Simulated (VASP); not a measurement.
# Si8C7 (a cell with a defect) in VASP: a series of runs, part 2 of 2

VASP 6.6.1. Earlier steps stand in the parts before.

**3. Single point, PBE**

INCAR reads:

```
PREC = Accurate
ENCUT = 520
EDIFF = 1E-7
ISMEAR = 0
SIGMA = 0.05
LREAL = Auto
LASPH = T
NELM = 60
ALGO = Normal
ISIF = 2
LWAVE = F
LCHARG = F
GGA = PE
NBANDS = 43
NELECT = 56.0
```

KPOINTS reads:

```
Automatic mesh
0
Gamma
  6 6 6
```

POSCAR reads:

```
Si8C7
1.0
   -4.3794502696     -4.3794502696      0.0000000000
    0.0000000000     -4.3794502696      4.3794502696
   -4.3794502696      0.0000000000      4.3794502696
Si C
8 7
Direct
    0.5000000000      0.5000000000      0.0000000000
    0.0000000000      0.5000000000      0.0000000000
    0.5000000000      0.0000000000      0.0000000000
    0.0000000000      0.0000000000      0.0000000000
    0.5000000000      0.5000000000      0.5000000000
    0.0000000000      0.5000000000      0.5000000000
    0.5000000000      0.0000000000      0.5000000000
    0.0000000000      0.0000000000      0.5000000000
    0.7500000000      0.3144524366      0.4355475634
    0.3750000000      0.8750000000      0.3750000000
    0.8750000000      0.8750000000      0.3750000000
    0.3750000000      0.3750000000      0.8750000000
    0.8750000000      0.3750000000      0.8750000000
    0.3750000000      0.8750000000      0.8750000000
    0.8750000000      0.8750000000      0.8750000000
```

Potentials or basis: VASP PAW PBE potentials, release 64 (Si, C).

The run is started by

```bash
$ cat potpaw_PBE.64/Si/POTCAR potpaw_PBE.64/C/POTCAR > POTCAR
$ mpirun -np 1 vasp_std > vasp.out
```

OUTCAR:

```text
PREC = Accurate
   ENCUT = 520
   EDIFF = 1E-7
   ISMEAR = 0
   LREAL = Auto
   LASPH = T
   NELM = 60
   ISIF = 2
   GGA = PE
   NELECT = 56.0

 ion  position               nearest neighbor table
   1  0.500  0.500  0.000-  12 1.90  13 1.90  14 1.90   2 3.10   3 3.10   5 3.10   5 3.10   6 3.10
                             7 3.10   3 3.10   4 3.10   7 3.10   2 3.10   4 3.10   6 3.10
   2  0.000  0.500  0.000-  13 1.90  12 1.90  15 1.90   9 2.34   4 3.10   6 3.10   1 3.10   5 3.10
                             6 3.10   8 3.10   3 3.10   4 3.10   8 3.10   1 3.10   3 3.10   5 3.10
   3  0.500  0.000  0.000-  14 1.90  12 1.90  10 1.90  15 1.90   4 3.10   7 3.10   1 3.10   5 3.10
                             7 3.10   8 3.10   1 3.10   2 3.10   5 3.10   2 3.10   4 3.10   8 3.10
   4  0.000  0.000  0.000-  15 1.90  13 1.90  14 1.90  11 1.90   3 3.10   8 3.10   2 3.10   6 3.10
                             7 3.10   8 3.10   1 3.10   2 3.10   6 3.10   1 3.10   3 3.10   7 3.10
   5  0.500  0.500  0.500-   9 1.39  10 1.90  12 1.90   1 3.10   6 3.10   7 3.10   1 3.10   2 3.10
                             3 3.10   3 3.10   7 3.10   8 3.10   2 3.10   6 3.10   8 3.10
   6  0.000  0.500  0.500-  11 1.90  13 1.90   9 2.59   2 3.10   5 3.10   8 3.10   1 3.10   2 3.10
                             4 3.10   4 3.10   7 3.10   8 3.10   1 3.10   5 3.10   7 3.10
   7  0.500  0.000  0.500-  10 1.90  11 1.90  14 1.90   3 3.10   5 3.10   8 3.10   1 3.10   3 3.10
                             4 3.10   1 3.10   5 3.10   6 3.10   4 3.10   6 3.10   8 3.10
   8  0.000  0.000  0.500-   9 1.78  11 1.90  10 1.90  15 1.90   6 3.10   7 3.10   4 3.10   2 3.10
                             3 3.10   4 3.10   2 3.10   5 3.10   6 3.10   3 3.10   5 3.10   7 3.10
   9  0.750  0.314  0.436-   5 1.39   8 1.78   2 2.34   6 2.59
  10  0.375  0.875  0.375-   7 1.90   5 1.90   3 1.90   8 1.90
  11  0.875  0.875  0.375-   8 1.90   6 1.90   7 1.90   4 1.90
  12  0.375  0.375  0.875-   1 1.90   2 1.90   3 1.90   5 1.90
  13  0.875  0.375  0.875-   2 1.90   1 1.90   4 1.90   6 1.90
  14  0.375  0.875  0.875-   3 1.90   1 1.90   4 1.90   7 1.90
  15  0.875  0.875  0.875-   4 1.90   3 1.90   2 1.90   8 1.90

  LATTYP: Found a face centered cubic cell.
 ALAT       =     8.7589005392

  Lattice vectors:

 A1 = (  -4.3794502696,  -4.3794502696,   0.0000000000)
 A2 = (   0.0000000000,  -4.3794502696,   4.3794502696)
 A3 = (  -4.3794502696,   0.0000000000,   4.3794502696)

Analysis of symmetry for initial positions (statically):
=====================================================================
 Subroutine PRICEL returns:
 Original cell was already a primitive cell.

 Routine SETGRP: Setting up the symmetry group for a
 face centered cubic supercell.

 Subroutine GETGRP returns: Found  1 space group operations
 (whereof  1 operations were pure point group operations)
 out of a pool of 48 trial point group operations.

The static configuration has the point symmetry C_1 .

Analysis of symmetry for dynamics (positions and initial velocities):
=====================================================================
 Subroutine PRICEL returns:
 Original cell was already a primitive cell.

 Routine SETGRP: Setting up the symmetry group for a
 face centered cubic supercell.

 Subroutine GETGRP returns: Found  1 space group operations
 (whereof  1 operations were pure point group operations)
 out of a pool of 48 trial point group operations.

The dynamic configuration has the point symmetry C_1 .

 Subroutine INISYM returns: Found  1 space group operations
 (whereof  1 operations are pure point group operations),
 and found     1 'primitive' translations
[... 116 lines left out ...]
   LNONCOLLINEAR =      F non collinear calculations
   LSORBIT =      F    spin-orbit coupling
   LASPH  =      T    aspherical Exc in radial PAW
   ENCUT  =  520.0 eV  38.22 Ry    6.18 a.u.  11.52 11.52 11.52*2*pi/ulx,y,z
   NELM   =     60;   NELMIN=  2; NELMDL= -5     # of ELM steps
   EDIFF  = 0.1E-06   stopping-criterion for ELM
   LREAL  =      T    real-space projection
   EDIFFG = 0.1E-05   stopping-criterion for IOM
   NSW    =      0    number of steps for IOM
   IBRION =     -1    ionic relax: 0-MD 1-quasi-New 2-CG
   NFREE  =      0    steps in history (QN), initial steepest desc. (CG)
   ISIF   =      2    stress and relaxation
   ISYM   =      2    0-nonsym 1-usesym 2-fastsym
   POTIM  = 0.5000    time-step for ionic-motion
   TEBEG  =    0.0;   TEEND  =   0.0 temperature during run
   PSTRESS=    0.0 pullay stress
   NELECT =      56.0000    total number of electrons
   NUPDOWN=      -1.0000    fix difference up-down
   EMIN   =  10.00;   EMAX   =-10.00  energy-range for DOS
   EFERMI =   0.00;   METHOD = LEGACY
   ISMEAR =     0;   SIGMA  =   0.05  broadening in eV -4-tet -1-fermi 0-gaus
   EFERMI_NEDOS =   21; number of points for ismear=-14 and -15
   IALGO  =     38    algorithm
   IMIX   =      4    mixing-type and parameters
     AMIX     =   0.40;   BMIX     =  1.00
     AMIX_MAG =   1.60;   BMIX_MAG =  1.00
  volume/ion in A,a.u.               =      11.20        75.58
  Fermi-wavevector in a.u.,A,eV,Ry     =   1.135119  2.145063 17.531029  1.288494
  Thomas-Fermi vector in A             =   2.271823
   LORBIT       =      0    0 simple, 1 ext, 2 COOP (PROOUT), +10 PAW based schemes
   GGA     = PE    functional components
   LHFCALC =     F    Hartree Fock is set to
   AEXX    =    0.0000 exact exchange contribution
   IVDW    =     0    specifies the selected vdW correction
   LEPSILON=     F    determine dielectric tensor
   LRPA    =     F    only Hartree local field effects (RPA)
 non-spin polarized calculation
 Gauss-broadening in eV      SIGMA  =   0.05
  energy-cutoff  :      520.00
  volume of cell :      167.99
 maximum number of plane-waves:      4573
 NGX is ok and might be reduce to    48
   NGX = 23   NGY = 23   NGZ = 23

 number of electron      56.0000008 magnetization

 Free energy of the ion-electron system (eV)
  ---------------------------------------------------
  ext. energy  EPLUGINS =         0.00000000
  ---------------------------------------------------
  free energy    TOTEN  =      -132.08174863 eV

  energy without entropy =     -132.07369260  energy(sigma->0) =     -132.07772061

 E-fermi :   6.8650     XC(G=0): -10.8122

 val. band max:        6.8586901667   @ k =  -0.1667  -0.3333   0.3333
 cond. band min:       6.8747564731   @ k =   0.5000  -0.3333   0.3333
 fundamental gap:      0.0160663064
 Fermi energy:         6.8650127440

 k-point     1 :       0.0000    0.0000    0.0000
  band No.  band energies     occupation
      1      -7.4022      2.00000
      2      -4.6595      2.00000
      3      -4.2138      2.00000
      4      -4.0896      2.00000
      5      -3.4267      2.00000
      6      -3.0427      2.00000
[... 1021 lines left out ...]
     39      13.6336      0.00000
     40      13.7351      0.00000

 [... further k-points ...]

 [bands above 40 left out]

------------------------ aborting loop because EDIFF is reached ----------------------------------------

  FORCE on cell =-STRESS in cart. coord.  units (eV):
  Direction    XX          YY          ZZ          XY          YZ          ZX
  --------------------------------------------------------------------------------------
  -------------------------------------------------------------------------------------
  Total      -34.5652968    -47.6019146    -25.0953593      4.0631444      3.2065083     15.1869175
  in kB     -329.6568317   -453.9899204   -239.3399558     38.7511007     30.5811741    144.8409691
  external PRESSURE =    -340.9955693 kB  Pullay stress =       0.0000000 kB

 VOLUME and BASIS-vectors are now :
 -----------------------------------------------------------------------------
  energy-cutoff  :      520.00
  volume of cell :      167.99
      direct lattice vectors                 reciprocal lattice vectors
    -4.379450270 -4.379450270  0.000000000    -0.114169580 -0.114169580 -0.114169580
     0.000000000 -4.379450270  4.379450270     0.114169580 -0.114169580  0.114169580
    -4.379450270  0.000000000  4.379450270    -0.114169580  0.114169580  0.114169580

 POSITION                                       TOTAL-FORCE (eV/Angst)
 -----------------------------------------------------------------------------------
     -2.18973     -4.37945      2.18973         1.454906     -0.916606     -0.985439
      0.00000     -2.18973      2.18973         0.826776      0.120060     -0.213528
     -2.18973     -2.18973      0.00000         0.112127     -0.021058      0.024829
      0.00000      0.00000      0.00000        -0.093216     -0.071532      0.090033
     -4.37945     -4.37945      4.37945        13.488906      4.284408     20.271611
     -2.18973     -2.18973      4.37945         0.379631      0.441867      1.137660
     -4.37945     -2.18973      2.18973        -1.095819      1.310390     -0.965755
     -2.18973      0.00000      2.18973        -1.058359      1.219398     -1.224111
     -5.19205     -4.66172      3.28459       -13.342787     -8.775091    -18.626423
     -3.28459     -5.47431      5.47431         0.877478     -0.255022      0.301050
     -5.47431     -7.66404      5.47431         0.392638      0.360968     -1.286987
     -5.47431     -3.28459      5.47431        -0.754537      1.381970      1.064209
     -7.66404     -5.47431      5.47431        -0.424163      0.392578     -0.280871
     -5.47431     -5.47431      7.66404        -0.026916     -0.145769      0.402652
     -7.66404     -7.66404      7.66404        -0.736664      0.673440      0.291070
 -----------------------------------------------------------------------------------
    total drift:                                0.006183     -0.006375      0.000870

  FREE ENERGIE OF THE ION-ELECTRON SYSTEM (eV)
  ---------------------------------------------------
  free  energy   TOTEN  =      -132.0817486261 eV

  energy  without entropy=     -132.0736925967  energy(sigma->0) =     -132.07772061
```

It took 42 min on 1 thread of AMD EPYC 7R13, shared host; peak memory 0.63 GiB.

What came out:

| Property | Result |
| --- | --- |
| Free energy | -132.0817 eV |
| Largest force | 24.723 eV/Å |

Forces on the atoms (eV/Å):
```
Si    1.455  -0.917  -0.985
Si    0.827   0.120  -0.214
Si    0.112  -0.021   0.025
Si   -0.093  -0.072   0.090
Si   13.489   4.284  20.272
Si    0.380   0.442   1.138
Si   -1.096   1.310  -0.966
Si   -1.058   1.219  -1.224
C   -13.343  -8.775 -18.626
C     0.877  -0.255   0.301
C     0.393   0.361  -1.287
C    -0.755   1.382   1.064
C    -0.424   0.393  -0.281
C    -0.027  -0.146   0.403
C    -0.737   0.673   0.291
```

Caveat: the cell carries a net charge on a neutralising background, which shifts energy and pressure; the cell differs from its parent crystal (atoms taken out, atom 9 moved 0.250 of the way to it and -0.375 Å across, host rigid); the cell is charged against a uniform background, so pressure and absolute levels hang on convention.
